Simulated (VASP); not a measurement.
# Pt (Im-3m) in VASP: a series of runs, part 2 of 2

VASP 6.6.1.

**3. Single point, PBEsol**

This run uses another cell than the first one, of 16.22 Å³/atom, 1.020 times its volume.

INCAR

```
SYSTEM = Pt
  PREC = Accurate
  ENCUT = 520
  EDIFF = 1E-6
  ISMEAR = 1
  SIGMA = 0.05
  LREAL = .False.
  LASPH = .True.
  NELM = 100
  ALGO = Normal
  ISIF = 2
  LWAVE = .False.
  LCHARG = .False.
  GGA = PS
  NBANDS = 11
```

KPOINTS

```
Automatic mesh
0
Gamma
  13 13 13
  0 0 0
```

POSCAR

```
Pt
1.0
   -1.5947118289      1.5947118289      1.5947118289
    1.5947118289     -1.5947118289      1.5947118289
    1.5947118289      1.5947118289     -1.5947118289
Pt
1
Direct
    0.0000000000      0.0000000000      0.0000000000
```

Potentials or basis: VASP PAW PBE potentials, release 64 (Pt).

Launch:

```
> cat potpaw_PBE.64/Pt/POTCAR > POTCAR
> mpirun -np 1 vasp_std > vasp.out
```

OUTCAR:

```text
SYSTEM = Pt
   PREC = Accurate
   ENCUT = 520
   EDIFF = 1E-6
   ISMEAR = 1
   LREAL = .False.
   LASPH = .True.
   NELM = 100
   ISIF = 2
   GGA = PS

 ion  position               nearest neighbor table
   1  0.000  0.000  0.000-

  LATTYP: Found a body centered cubic cell.
 ALAT       =     3.1894236578

  Lattice vectors:

 A1 = (  -1.5947118289,   1.5947118289,   1.5947118289)
 A2 = (   1.5947118289,  -1.5947118289,   1.5947118289)
 A3 = (   1.5947118289,   1.5947118289,  -1.5947118289)

Analysis of symmetry for initial positions (statically):
=====================================================================
 Subroutine PRICEL returns:
 Original cell was already a primitive cell.

 Routine SETGRP: Setting up the symmetry group for a
 body centered cubic supercell.

 Subroutine GETGRP returns: Found 48 space group operations
 (whereof 48 operations were pure point group operations)
 out of a pool of 48 trial point group operations.

The static configuration has the point symmetry O_h .

Analysis of symmetry for dynamics (positions and initial velocities):
=====================================================================
 Subroutine PRICEL returns:
 Original cell was already a primitive cell.

 Routine SETGRP: Setting up the symmetry group for a
 body centered cubic supercell.

 Subroutine GETGRP returns: Found 48 space group operations
 (whereof 48 operations were pure point group operations)
 out of a pool of 48 trial point group operations.

The dynamic configuration has the point symmetry O_h .

 Subroutine INISYM returns: Found 48 space group operations
 (whereof 48 operations are pure point group operations),
 and found     1 'primitive' translations

----------------------------------------------------------------------------------------

                                     Primitive cell

  volume of cell :      16.2221

  direct lattice vectors                    reciprocal lattice vectors
    -1.594711829  1.594711829  1.594711829     0.000000000  0.313536271  0.313536271
     1.594711829 -1.594711829  1.594711829     0.313536271  0.000000000  0.313536271
     1.594711829  1.594711829 -1.594711829     0.313536271  0.313536271  0.000000000

  length of vectors
     2.762121911  2.762121911  2.762121911     0.443407247  0.443407247  0.443407247

  position of ions in fractional coordinates (direct lattice)
     0.000000000  0.000000000  0.000000000

  ion indices of the primitive-cell ions
   primitive index   ion index
                 1           1

----------------------------------------------------------------------------------------

 KPOINTS: Automatic mesh

Automatic generation of k-mesh.
 Grid dimensions read from file:
 generate k-points for:   13   13   13

 Generating k-lattice:

  Cartesian coordinates                     Fractional coordinates (reciprocal lattice)
     0.000000000  0.024118175  0.024118175     0.076923077  0.000000000  0.000000000
     0.024118175  0.000000000  0.024118175     0.000000000  0.076923077  0.000000000
     0.024118175  0.024118175  0.000000000     0.000000000  0.000000000  0.076923077

  Length of vectors
     0.034108250  0.034108250  0.034108250

  Shift w.r.t. Gamma in fractional coordinates (k-lattice)
     0.000000000  0.000000000  0.000000000

 Subroutine IBZKPT returns following result:
 ===========================================

 Found     84 irreducible k-points:

 Following reciprocal coordinates:
            Coordinates               Weight
  0.000000  0.000000  0.000000      1.000000
  0.076923  0.000000  0.000000     12.000000
  0.153846  0.000000  0.000000     12.000000
  0.230769  0.000000  0.000000     12.000000
  0.307692  0.000000  0.000000     12.000000
  0.384615  0.000000  0.000000     12.000000
[... 16 lines left out ...]
  0.153846  0.076923  0.076923     24.000000
  0.230769  0.076923  0.076923     24.000000
 [... further k-points ...]
   k-points           NKPTS =     84   k-points in BZ     NKDIM =     84   number of bands    NBANDS=     11
   number of dos      NEDOS =    301   number of ions     NIONS =      1
   total plane-waves  NPLWV =  13824
   dimension x,y,z NGX =    24 NGY =   24 NGZ =   24
   dimension x,y,z NGXF=    48 NGYF=   48 NGZF=   48
   ions per type =               1
   NGX,Y,Z   is equivalent  to a cutoff of  14.45, 14.45, 14.45 a.u.
   NGXF,Y,Z  is equivalent  to a cutoff of  28.89, 28.89, 28.89 a.u.
 SYSTEM =  Pt
   PREC   = accura    normal or accurate (medium, high low for compatibility)
   ISTART =      0    job   : 0-new  1-cont  2-samecut
   ICHARG =      2    charge: 1-file 2-atom 10-const
   ISPIN  =      1    spin polarized calculation?
   LNONCOLLINEAR =      F non collinear calculations
   LSORBIT =      F    spin-orbit coupling
   LASPH  =      T    aspherical Exc in radial PAW
   ENCUT  =  520.0 eV  38.22 Ry    6.18 a.u.   5.14  5.14  5.14*2*pi/ulx,y,z
   NELM   =    100;   NELMIN=  2; NELMDL= -5     # of ELM steps
   EDIFF  = 0.1E-05   stopping-criterion for ELM
   LREAL  =      F    real-space projection
   EDIFFG = 0.1E-04   stopping-criterion for IOM
   NSW    =      0    number of steps for IOM
   IBRION =     -1    ionic relax: 0-MD 1-quasi-New 2-CG
   NFREE  =      0    steps in history (QN), initial steepest desc. (CG)
   ISIF   =      2    stress and relaxation
   ISYM   =      2    0-nonsym 1-usesym 2-fastsym
   POTIM  = 0.5000    time-step for ionic-motion
   TEBEG  =    0.0;   TEEND  =   0.0 temperature during run
   PSTRESS=    0.0 pullay stress
   NELECT =      10.0000    total number of electrons
   NUPDOWN=      -1.0000    fix difference up-down
   EMIN   =  10.00;   EMAX   =-10.00  energy-range for DOS
   EFERMI =   0.00;   METHOD = LEGACY
   ISMEAR =     1;   SIGMA  =   0.05  broadening in eV -4-tet -1-fermi 0-gaus
   EFERMI_NEDOS =   21; number of points for ismear=-14 and -15
   IALGO  =     38    algorithm
   IMIX   =      4    mixing-type and parameters
     AMIX     =   0.40;   BMIX     =  1.00
     AMIX_MAG =   1.60;   BMIX_MAG =  1.00
  volume/ion in A,a.u.               =      16.22       109.47
  Fermi-wavevector in a.u.,A,eV,Ry     =   1.393283  2.632923 26.412133  1.941237
  Thomas-Fermi vector in A             =   2.516944
   LORBIT       =      0    0 simple, 1 ext, 2 COOP (PROOUT), +10 PAW based schemes
   GGA     = PS    functional components
   LHFCALC =     F    Hartree Fock is set to
   AEXX    =    0.0000 exact exchange contribution
   IVDW    =     0    specifies the selected vdW correction
   LEPSILON=     F    determine dielectric tensor
   LRPA    =     F    only Hartree local field effects (RPA)
 non-spin polarized calculation
 Methfessel and Paxton  Order N= 1 SIGMA  =   0.05
  energy-cutoff  :      520.00
  volume of cell :       16.22
 maximum number of plane-waves:       451
 NGX is ok and might be reduce to    24
   NGX = 11   NGY = 11   NGZ = 11

 number of electron      10.0000000 magnetization

 number of electron       9.9999999 magnetization

 Free energy of the ion-electron system (eV)
  ---------------------------------------------------
  ext. energy  EPLUGINS =         0.00000000
  ---------------------------------------------------
  free energy    TOTEN  =        -6.79066517 eV

  energy without entropy =       -6.79093297  energy(sigma->0) =       -6.79075444

 E-fermi :   9.5913     XC(G=0): -13.1943

 val. band max:        9.5687437084   @ k =   0.4615   0.0000   0.0000
 cond. band min:       9.5964361093   @ k =  -0.3846  -0.4615   0.2308
 fundamental gap:      0.0276924009
 Fermi energy:         9.5912722376

 k-point     1 :       0.0000    0.0000    0.0000
  band No.  band energies     occupation
      1       0.2620      2.00000
      2       6.1979      2.00000
      3       6.1979      2.00000
      4       6.1979      2.00000
      5       8.6208      2.00000
      6       8.6208      2.00000
      7      26.6428      0.00000
      8      26.6428      0.00000
      9      26.6428      0.00000
     10      36.3309      0.00000
     11      36.3351      0.00000

 k-point     2 :       0.0769    0.0000    0.0000
  band No.  band energies     occupation
      1       0.4961      2.00000
      2       6.1083      2.00000
      3       6.1975      2.00000
      4       6.3828      2.00000
      5       8.5081      2.00000
      6       8.6270      2.00000
      7      26.7386      0.00000
      8      26.7897      0.00000
      9      26.9821      0.00000
     10      33.7448      0.00000
     11      34.1646      0.00000
[... 295 lines left out ...]
 k-point    24 :       0.2308    0.0769    0.0769
  band No.  band energies     occupation
      1       3.3361      2.00000
      2       5.1840      2.00000
      3       5.9279      2.00000
      4       8.3879      2.00000
      5       8.7662      2.00000
      6       9.7661     -0.00001
      7      21.2901      0.00000
      8      24.2861      0.00000
      9      25.5656      0.00000
     10      30.2042      0.00000
     11      35.4329      0.00000

 [... further k-points ...]
[... 5 lines left out ...]
  --------------------------------------------------------------------------------------
  -------------------------------------------------------------------------------------
  Total       -1.5714592     -1.5714592     -1.5714592      0.0000000     -0.0000000      0.0000000
  in kB     -155.2054817   -155.2054817   -155.2054817      0.0000000     -0.0000000      0.0000000
  external PRESSURE =    -155.2054817 kB  Pullay stress =       0.0000000 kB

 VOLUME and BASIS-vectors are now :
 -----------------------------------------------------------------------------
  energy-cutoff  :      520.00
  volume of cell :       16.22
      direct lattice vectors                 reciprocal lattice vectors
    -1.594711829  1.594711829  1.594711829     0.000000000  0.313536271  0.313536271
     1.594711829 -1.594711829  1.594711829     0.313536271  0.000000000  0.313536271
     1.594711829  1.594711829 -1.594711829     0.313536271  0.313536271  0.000000000

 POSITION                                       TOTAL-FORCE (eV/Angst)
 -----------------------------------------------------------------------------------
      0.00000      0.00000      0.00000        -0.000000      0.000000      0.000000
 -----------------------------------------------------------------------------------
    total drift:                               -0.000000      0.000000     -0.000000

  FREE ENERGIE OF THE ION-ELECTRON SYSTEM (eV)
  ---------------------------------------------------
  free  energy   TOTEN  =        -6.7906651694 eV

  energy  without entropy=       -6.7909329733  energy(sigma->0) =       -6.79075444
```

OSZICAR:

```text
N       E                     dE             d eps       ncg     rms          rms(c)
DAV:   1     0.378252478580E+02    0.37825E+02   -0.53001E+03  1888   0.829E+02
DAV:   2    -0.668251090856E+01   -0.44508E+02   -0.42588E+02  2088   0.171E+02
DAV:   3    -0.723530499627E+01   -0.55279E+00   -0.55179E+00  2136   0.183E+01
DAV:   4    -0.723758488652E+01   -0.22799E-02   -0.22796E-02  2151   0.137E+00
DAV:   5    -0.723760401873E+01   -0.19132E-04   -0.19132E-04  2154   0.119E-01    0.105E+01
DAV:   6    -0.683008071048E+01    0.40752E+00   -0.10273E+00  2013   0.772E+00    0.528E+00
DAV:   7    -0.679427865171E+01    0.35802E-01   -0.12820E-01  2115   0.265E+00    0.231E+00
DAV:   8    -0.679094894753E+01    0.33297E-02   -0.46782E-03  2001   0.617E-01    0.610E-01
DAV:   9    -0.679066199567E+01    0.28695E-03   -0.24910E-04  2064   0.141E-01    0.323E-02
DAV:  10    -0.679066487169E+01   -0.28760E-05   -0.21652E-06  2161   0.114E-02    0.300E-03
DAV:  11    -0.679066516938E+01   -0.29769E-06   -0.13942E-07  1215   0.277E-03
   1 F= -.67906652E+01 E0= -.67907544E+01  d E =0.267804E-03
```

stdout:

```text
POSCAR found type information on POSCAR Pt
 POSCAR found :  1 types and       1 ions
 scaLAPACK will be used
 -----------------------------------------------------------------------------
|                                                                             |
|                                                                             |
|     You enforced a specific xc type in the INCAR file but a different       |
|     I HOPE YOU KNOW WHAT YOU ARE DOING!                                     |
|                                                                             |
 -----------------------------------------------------------------------------

 LDA part: xc-table for (Slater+PW92), standard interpolation
 POSCAR, INCAR and KPOINTS ok, starting setup
 FFT: planning ... GRIDC
 FFT: planning ... GRID_SOFT
 FFT: planning ... GRID
 WAVECAR not read
 entering main loop
```

Wall time 10 s (1 thread of Intel Xeon Platinum 8488C (Sapphire Rapids), shared host); peak memory 0.15 GiB.

What came out:

| Quantity | Value |
| --- | --- |
| Free energy | -6.7907 eV |
| Pressure | -15.5 GPa |
| Band gap on the k mesh | zero (band 5 reaches 10.42 eV, above the bottom of band 6 at 8.47 eV) |

Caveat: the PAW data sets were made with another functional, which shifts forces and pressure a little; spin-orbit coupling is left out, which moves the levels of the heavy elements.
